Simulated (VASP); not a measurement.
Here is a VASP 6.6.1 calculation.

INCAR

```
SYSTEM = LaH3
PREC     = Accurate       ! precision mode
ENCUT    = 520            ! plane-wave cutoff, eV
EDIFF    = 1E-7           ! SCF threshold, eV
ISMEAR   = -1             ! smearing method
SIGMA    = 0.1            ! smearing width, eV
LREAL    = .False.        ! projectors in reciprocal space
LASPH    = .True.         ! aspherical terms in the spheres
NELM     = 100            ! most SCF steps
ALGO     = Normal         ! electronic algorithm
ISIF     = 2              ! what is computed and relaxed
LWAVE    = .False.        ! write WAVECAR
LCHARG   = .True.         ! write CHGCAR
GGA      = CA             ! functional
LELF     = .True.         ! ELF
LVHAR    = .True.       
NBANDS   = 15             ! bands
```

KPOINTS

```
Automatic mesh
0
Gamma
  9 9 9
  0 0 0
```

File POSCAR:

```
LaH3
1.0
    4.0478439582      0.0000000481      0.0000000637
    0.5661052615      4.0080625672      0.0000000637
   -2.3069746517     -2.0040313440      2.6545747379
La H
1 3
Direct
    0.0000000000      0.0000000000      0.0000000000
    0.7500000000      0.2500000000      0.5000000000
    0.2500000000      0.7500000000      0.5000000000
    0.5000000000      0.5000000000      0.0000000000
```

Potentials or basis: VASP PAW LDA potentials, release 64 (La, H).

Run with:

```console
$ cat potpaw_LDA.64/La/POTCAR potpaw_LDA.64/H/POTCAR > POTCAR
$ mpirun -np 1 vasp_std > vasp.out
```

(1) What does it give for the pressure?

(2) What does it give for the band gap on the k mesh?

## Answers

(1) -4.4 GPa.

(2) 0.28 eV, indirect (least direct gap 0.32 eV).

Caveat: spin-orbit coupling is left out, which moves the levels of the heavy elements.
